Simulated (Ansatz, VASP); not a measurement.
# Two plane-wave programs on Cd4Se

```
CELL_PARAMETERS angstrom
4.37888 0.00000 0.00000
0.00000 4.37888 0.00000
0.00000 0.00000 14.07500
ATOMIC_POSITIONS crystal
Cd 0.00000 0.00000 0.00000
Cd 0.50000 0.50000 0.00000
Cd 0.00000 0.50000 0.52123
Cd 0.50000 0.00000 0.47877
Cd 0.00000 0.00000 0.31746
Cd 0.50000 0.50000 0.31746
Cd 0.50000 0.50000 0.68254
Cd 0.00000 0.00000 0.68254
Se 0.00000 0.50000 0.12233
Se 0.50000 0.00000 0.87767
```

Change from the starting cell: species swapped into the Be4B type (P4/nmm, No. 129).

Alike in both runs: functional PBE; k mesh 3 × 3 × 2; occupations gaussian, width 0.2 eV; no spin polarisation.

Ansatz relaxed the structure, and its values are those at the end. VASP's run is a single point on that final structure, the one shown.

|  | VASP | Ansatz |
| --- | --- | --- |
| version | VASP 6.6.1 | Ansatz 0.2.0 |
| potentials or method | VASP PAW PBE potentials, release 64 (Cd, Se), cutoff 520 eV | scalar-relativistic, plane waves, PAW |
| valence electrons in the cell | 108 | 192 |

```tsv
	VASP	Ansatz	Ansatz less VASP
gap on the k mesh at the Fermi level (eV)	none	none	-
pressure (GPa)	0.1	-0.1	-0.21
rms of the force components (eV/Å)	0.007	0.016	+0.0095
```

A gap of «none» marks a metal or a gap that the smearing closes. With one functional, cell and mesh, what is left measures potentials, basis and numerics. VASP's potentials hold 108 valence electrons a cell and Ansatz's 192, so a difference there can come from the potentials and not from the codes.

The k mesh is coarse, so the values compare programs but aren't converged.
